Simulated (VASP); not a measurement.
# MnF2 (P4_2/mnm) in VASP: notebook

Runs on MnF2. Level: PBE+U. Tasks: single point.

Program: VASP 6.6.1. These are calculated values, not measurements. Logs are shortened: lines on timing, memory, paths and dates and some standing lists are left out, and cuts for length are marked.

## 1. The cell of the first run

Symmetry: P4_2/mnm, No. 136, tetragonal system. The conventional cell has a = 4.874 Å, b = 4.874 Å, c = 3.311 Å, α = 90.00°, β = 90.00°, γ = 90.00°. Mn (site symmetry mmm) has 6 F at 2.10 to 2.13 Å within 2.8 Å. F (site symmetry m2m) has 3 Mn at 2.10 to 2.13 Å and 1 F at 2.68 Å within 2.8 Å.

## 2. Single point, PBE+U, collinear spin, ferromagnetic start

Contents of INCAR:

```
PREC = Accurate
ENCUT = 520
EDIFF = 1E-6
ISMEAR = 0
SIGMA = 0.05
LREAL = F
LASPH = T
NELM = 150
ALGO = Normal
ISIF = 2
LWAVE = F
LCHARG = F
ISPIN = 2
MAGMOM = 5 5 0 0 0 0
LORBIT = 11
LMAXMIX = 4
LDAU = T
LDAUTYPE = 2
LDAUL = 2 -1
LDAUU = 3.9 0
LDAUJ = 0 0
LDAUPRINT = 1
GGA = PE
NBANDS = 40
```

Contents of KPOINTS:

```
Automatic mesh
0
Gamma
  3 3 4
```

Contents of POSCAR:

```
MnF2
1.0
    4.8738000000      0.0000000000      0.0000000000
    0.0000000000      4.8738000000      0.0000000000
    0.0000000000      0.0000000000      3.3107000000
Mn F
2 4
Direct
    0.0000000000      0.0000000000      0.0000000000
    0.5000000000      0.5000000000      0.5000000000
    0.3053000000      0.3053000000      0.0000000000
    0.1947000000      0.8053000000      0.5000000000
    0.6947000000      0.6947000000      0.0000000000
    0.8053000000      0.1947000000      0.5000000000
```

Potentials or basis: VASP PAW PBE potentials, release 64 (Mn_pv, F).

Command:

```
$ cat potpaw_PBE.64/Mn_pv/POTCAR potpaw_PBE.64/F/POTCAR > POTCAR
$ mpirun -np 1 vasp_std > vasp.out
```

OUTCAR:

```text
PREC = Accurate
   ENCUT = 520
   EDIFF = 1E-6
   ISMEAR = 0
   LREAL = F
   LASPH = T
   NELM = 150
   ISIF = 2
   ISPIN = 2
   LORBIT = 11
   GGA = PE

 ion  position               nearest neighbor table
   1  0.000  0.000  0.000-   3 2.10   5 2.10   4 2.13   6 2.13   4 2.13   6 2.13
   2  0.500  0.500  0.500-   4 2.10   6 2.10   5 2.13   3 2.13   3 2.13   5 2.13
   3  0.305  0.305  0.000-   1 2.10   2 2.13   2 2.13
   4  0.195  0.805  0.500-   2 2.10   1 2.13   1 2.13
   5  0.695  0.695  0.000-   1 2.10   2 2.13   2 2.13
   6  0.805  0.195  0.500-   2 2.10   1 2.13   1 2.13

  LATTYP: Found a simple tetragonal cell.
 ALAT       =     4.8738000000
 C/A-ratio  =     0.6792851574

  Lattice vectors:

 A1 = (   4.8738000000,   0.0000000000,   0.0000000000)
 A2 = (   0.0000000000,   4.8738000000,   0.0000000000)
 A3 = (   0.0000000000,   0.0000000000,   3.3107000000)

Analysis of symmetry for initial positions (statically):
=====================================================================
 Subroutine PRICEL returns:
 Original cell was already a primitive cell.

 Routine SETGRP: Setting up the symmetry group for a
 simple tetragonal supercell.

 Subroutine GETGRP returns: Found 16 space group operations
 (whereof  8 operations were pure point group operations)
 out of a pool of 16 trial point group operations.

The static configuration has the point symmetry D_2h.
 The point group associated with its full space group is D_4h.

Analysis of symmetry for dynamics (positions and initial velocities):
=====================================================================
 Subroutine PRICEL returns:
 Original cell was already a primitive cell.

 Routine SETGRP: Setting up the symmetry group for a
 simple tetragonal supercell.

 Subroutine GETGRP returns: Found 16 space group operations
 (whereof  8 operations were pure point group operations)
 out of a pool of 16 trial point group operations.

The dynamic configuration has the point symmetry D_2h.
 The point group associated with its full space group is D_4h.

Analysis of structural, dynamic, and magnetic symmetry:
=====================================================================
 Subroutine PRICEL returns:
 Original cell was already a primitive cell.

 Routine SETGRP: Setting up the symmetry group for a
 simple tetragonal supercell.

 Subroutine GETGRP returns: Found 16 space group operations
 (whereof  8 operations were pure point group operations)
 out of a pool of 16 trial point group operations.

The overall configuration has the point symmetry D_2h.
 The point group associated with its full space group is D_4h.

 Subroutine INISYM returns: Found 16 space group operations
 (whereof  8 operations are pure point group operations),
 and found     1 'primitive' translations

----------------------------------------------------------------------------------------

                                     Primitive cell

  volume of cell :      78.6421

  direct lattice vectors                    reciprocal lattice vectors
     4.873800000  0.000000000  0.000000000     0.205178711  0.000000000  0.000000000
     0.000000000  4.873800000  0.000000000     0.000000000  0.205178711  0.000000000
[... 144 lines left out ...]
  o =  0.0574  v =  0.0000  0.0000  0.0000  0.0000  0.0000  0.0000 -0.7071  0.0000  0.7071 -0.0000      0.0000  0.0000  0.0000  0.0000  0.0000  0.0000  0.0000  0.0000  0.0000  0.0000
  o =  0.0617  v =  0.0000  0.0000  0.0000  0.0000  0.0000 -0.8016 -0.0000  0.5979  0.0000  0.0000      0.0000  0.0000  0.0000  0.0000  0.0000  0.0000  0.0000  0.0000  0.0000  0.0000
  o =  0.9454  v = -0.6107  0.0000 -0.7919  0.0000 -0.0000  0.0000  0.0000  0.0000  0.0000  0.0000      0.0000  0.0000  0.0000  0.0000  0.0000  0.0000  0.0000  0.0000  0.0000  0.0000
  o =  0.9486  v =  0.0000  0.0000 -0.0000  0.0000  1.0000  0.0000  0.0000  0.0000  0.0000  0.0000      0.0000  0.0000  0.0000  0.0000  0.0000  0.0000  0.0000  0.0000  0.0000  0.0000
  o =  0.9489  v =  0.0000  0.7071  0.0000  0.7071 -0.0000  0.0000  0.0000  0.0000  0.0000  0.0000      0.0000  0.0000  0.0000  0.0000  0.0000  0.0000  0.0000  0.0000  0.0000  0.0000
  o =  0.9824  v =  0.0000  0.7071  0.0000 -0.7071 -0.0000  0.0000  0.0000  0.0000  0.0000  0.0000      0.0000  0.0000  0.0000  0.0000  0.0000  0.0000  0.0000  0.0000  0.0000  0.0000
  o =  0.9856  v = -0.7919  0.0000  0.6107  0.0000  0.0000  0.0000  0.0000  0.0000  0.0000  0.0000      0.0000  0.0000  0.0000  0.0000  0.0000  0.0000  0.0000  0.0000  0.0000  0.0000

atom =   2  type =  1  l = 2

 onsite density matrix

spin component  1

  0.9706  0.0000  0.0194  0.0000 -0.0000
  0.0000  0.9657  0.0000  0.0168  0.0000
  0.0194  0.0000  0.9604  0.0000 -0.0000
  0.0000  0.0168  0.0000  0.9657  0.0000
 -0.0000  0.0000 -0.0000  0.0000  0.9486

spin component  2

  0.0437  0.0000  0.0241  0.0000  0.0000
  0.0000  0.0359  0.0000  0.0215  0.0000
  0.0241  0.0000  0.0294  0.0000  0.0000
  0.0000  0.0215  0.0000  0.0359  0.0000
  0.0000  0.0000  0.0000  0.0000  0.0132

 occupancies and eigenvectors

  o =  0.0114  v =  0.0000  0.0000  0.0000  0.0000  0.0000 -0.5979  0.0000  0.8016  0.0000 -0.0000      0.0000  0.0000  0.0000  0.0000  0.0000  0.0000  0.0000  0.0000  0.0000  0.0000
  o =  0.0132  v =  0.0000  0.0000  0.0000  0.0000  0.0000 -0.0000 -0.0000  0.0000  0.0000  1.0000      0.0000  0.0000  0.0000  0.0000  0.0000  0.0000  0.0000  0.0000  0.0000  0.0000
  o =  0.0144  v =  0.0000  0.0000  0.0000  0.0000  0.0000  0.0000  0.7071  0.0000 -0.7071  0.0000      0.0000  0.0000  0.0000  0.0000  0.0000  0.0000  0.0000  0.0000  0.0000  0.0000
  o =  0.0574  v =  0.0000  0.0000  0.0000  0.0000  0.0000  0.0000 -0.7071  0.0000 -0.7071 -0.0000      0.0000  0.0000  0.0000  0.0000  0.0000  0.0000  0.0000  0.0000  0.0000  0.0000
  o =  0.0617  v =  0.0000  0.0000  0.0000  0.0000  0.0000 -0.8016  0.0000 -0.5979  0.0000 -0.0000      0.0000  0.0000  0.0000  0.0000  0.0000  0.0000  0.0000  0.0000  0.0000  0.0000
  o =  0.9454  v = -0.6107  0.0000  0.7919  0.0000 -0.0000  0.0000  0.0000  0.0000  0.0000  0.0000      0.0000  0.0000  0.0000  0.0000  0.0000  0.0000  0.0000  0.0000  0.0000  0.0000
  o =  0.9486  v =  0.0000 -0.0000 -0.0000  0.0000 -1.0000  0.0000  0.0000  0.0000  0.0000  0.0000      0.0000  0.0000  0.0000  0.0000  0.0000  0.0000  0.0000  0.0000  0.0000  0.0000
  o =  0.9489  v =  0.0000 -0.7071  0.0000  0.7071  0.0000  0.0000  0.0000  0.0000  0.0000  0.0000      0.0000  0.0000  0.0000  0.0000  0.0000  0.0000  0.0000  0.0000  0.0000  0.0000
  o =  0.9824  v =  0.0000 -0.7071  0.0000 -0.7071  0.0000  0.0000  0.0000  0.0000  0.0000  0.0000      0.0000  0.0000  0.0000  0.0000  0.0000  0.0000  0.0000  0.0000  0.0000  0.0000
  o =  0.9856  v = -0.7919  0.0000 -0.6107  0.0000  0.0000  0.0000  0.0000  0.0000  0.0000  0.0000      0.0000  0.0000  0.0000  0.0000  0.0000  0.0000  0.0000  0.0000  0.0000  0.0000

 number of electron      54.0000032 magnetization      10.0000018

 Free energy of the ion-electron system (eV)
  ---------------------------------------------------
  ext. energy  EPLUGINS =         0.00000000
  ---------------------------------------------------
  free energy    TOTEN  =       -37.83911639 eV

  energy without entropy =      -37.83911639  energy(sigma->0) =      -37.83911639

 E-fermi :   2.4515     XC(G=0):  -9.7302

 val. band max:        2.1459992751   @ k =   0.0000   0.0000   0.0000
 cond. band min:       4.5655649807   @ k =   0.0000   0.0000   0.0000
 fundamental gap:      2.4195657056
 Fermi energy:         2.4514663635

 spin component 1

 k-point     1 :       0.0000    0.0000    0.0000
  band No.  band energies     occupation
      1     -46.7645      1.00000
      2     -46.7645      1.00000
      3     -46.7073      1.00000
      4     -46.7073      1.00000
      5     -46.7020      1.00000
      6     -46.7002      1.00000
[... 367 lines left out ...]
     38      12.2772      0.00000
     39      13.5054      0.00000
 Fermi energy:         2.4514663635

 spin component 2

 k-point     1 :       0.0000    0.0000    0.0000
  band No.  band energies     occupation
      1     -41.7187      1.00000
      2     -41.7187      1.00000
      3     -41.6512      1.00000
      4     -41.6512      1.00000
      5     -41.6415      1.00000
      6     -41.6387      1.00000
[... 367 lines left out ...]
     38      13.0686      0.00000
     39      14.2594      0.00000
 [bands above 39 left out]

------------------------ aborting loop because EDIFF is reached ----------------------------------------

  FORCE on cell =-STRESS in cart. coord.  units (eV):
  Direction    XX          YY          ZZ          XY          YZ          ZX
  --------------------------------------------------------------------------------------
  -------------------------------------------------------------------------------------
  Total        2.3009891      2.3009891      2.6046442      0.0000000      0.0000000      0.0000000
  in kB       46.8780895     46.8780895     53.0644595      0.0000000      0.0000000      0.0000000
  external PRESSURE =      48.9402128 kB  Pullay stress =       0.0000000 kB

 VOLUME and BASIS-vectors are now :
 -----------------------------------------------------------------------------
  energy-cutoff  :      520.00
  volume of cell :       78.64
      direct lattice vectors                 reciprocal lattice vectors
     4.873800000  0.000000000  0.000000000     0.205178711  0.000000000  0.000000000
     0.000000000  4.873800000  0.000000000     0.000000000  0.205178711  0.000000000
     0.000000000  0.000000000  3.310700000     0.000000000  0.000000000  0.302050926

 POSITION                                       TOTAL-FORCE (eV/Angst)
 -----------------------------------------------------------------------------------
      0.00000      0.00000      0.00000         0.000000      0.000000      0.000000
      2.43690      2.43690      1.65535         0.000000      0.000000      0.000000
      1.48797      1.48797      0.00000        -0.037856     -0.037856     -0.000000
      0.94893      3.92487      1.65535         0.037856     -0.037856      0.000000
      3.38583      3.38583      0.00000         0.037856      0.037856      0.000000
      3.92487      0.94893      1.65535        -0.037856      0.037856      0.000000
 -----------------------------------------------------------------------------------
    total drift:                                0.000000      0.000000      0.000000

  FREE ENERGIE OF THE ION-ELECTRON SYSTEM (eV)
  ---------------------------------------------------
  free  energy   TOTEN  =       -37.8391163912 eV

  energy  without entropy=      -37.8391163912  energy(sigma->0) =      -37.83911639

 total charge

# of ion       s       p       d       tot
------------------------------------------
    1        0.165   6.147   4.950  11.263
    2        0.165   6.147   4.950  11.263
    3        1.734   4.379   0.000   6.113
    4        1.734   4.379   0.000   6.113
    5        1.734   4.379   0.000   6.113
    6        1.734   4.379   0.000   6.113
--------------------------------------------------
tot          7.264  29.813   9.901  46.978

 magnetization (x)

# of ion       s       p       d       tot
------------------------------------------
    1        0.024   0.022   4.643   4.689
    2        0.024   0.022   4.643   4.689
    3        0.007   0.052   0.000   0.058
    4        0.007   0.052   0.000   0.058
    5        0.007   0.052   0.000   0.058
    6        0.007   0.052   0.000   0.058
--------------------------------------------------
tot          0.074   0.250   9.287   9.611
```

Run time: 28 s. Hardware: 1 thread of Intel Xeon 6975P-C (Granite Rapids), shared host; peak memory 0.23 GiB.

What came out:

- Free energy: -37.8391 eV
- Pressure: 4.9 GPa
- Largest force: 0.054 eV/Å
- Band gap on the k mesh: 2.42 eV, direct
- Net moment: 10.00 μB per cell
- Site moments: Mn +4.69; F +0.06 μB
- Valence electrons inside the program's atomic spheres: Mn 11.26; F 6.11

Forces on the atoms (eV/Å):
```
Mn   0.000  0.000  0.000
Mn   0.000  0.000  0.000
F   -0.038 -0.038  0.000
F    0.038 -0.038  0.000
F    0.038  0.038  0.000
F   -0.038  0.038  0.000
```

Stress tensor (GPa, compression positive):
```
4.69 0.00 0.00
0.00 4.69 0.00
0.00 0.00 5.31
```

Levels at points of the mesh, in eV from the valence-band top:
Spin up:
```
           k point  band 28  band 29  band 30  band 31  band 32  band 33  band 34  band 35  band 36  band 37
(0.00, 0.00, 0.00)    -2.19    -1.66    -0.56    -0.56     0.00     2.42     7.80     7.80     9.05    10.74
(0.00, 0.00, 0.50)    -1.90    -1.43    -1.43    -1.19    -1.19     7.01     7.01    10.83    10.83    10.94
```
Spin down:
```tsv
k point	band 19	band 20	band 21	band 22	band 23	band 24	band 25	band 26
(0.00, 0.00, 0.00)	-3.75	-3.36	-3.36	-3.06	3.30	4.58	5.03	5.21
(0.00, 0.00, 0.50)	-3.96	-3.96	-3.74	-3.74	5.11	5.11	5.14	5.14
```

Eigenvalues of the final occupation matrices:
| site | spin | trace | eigenvalues |
| --- | --- | --- | --- |
| site 1 d | 1 | 4.81 | 0.95 0.95 0.95 0.98 0.99 |
| site 1 d | 2 | 0.16 | 0.01 0.01 0.01 0.06 0.06 |
| site 2 d | 1 | 4.81 | 0.95 0.95 0.95 0.98 0.99 |
| site 2 d | 2 | 0.16 | 0.01 0.01 0.01 0.06 0.06 |

Caveat: the k points lie up to 0.47 Å⁻¹ apart; only a ferromagnetic start was run, and an antiferromagnetic order may lie lower in energy. The state reached can hang on the start; a lower one may exist.

(Part 1 of 2 ends here.)
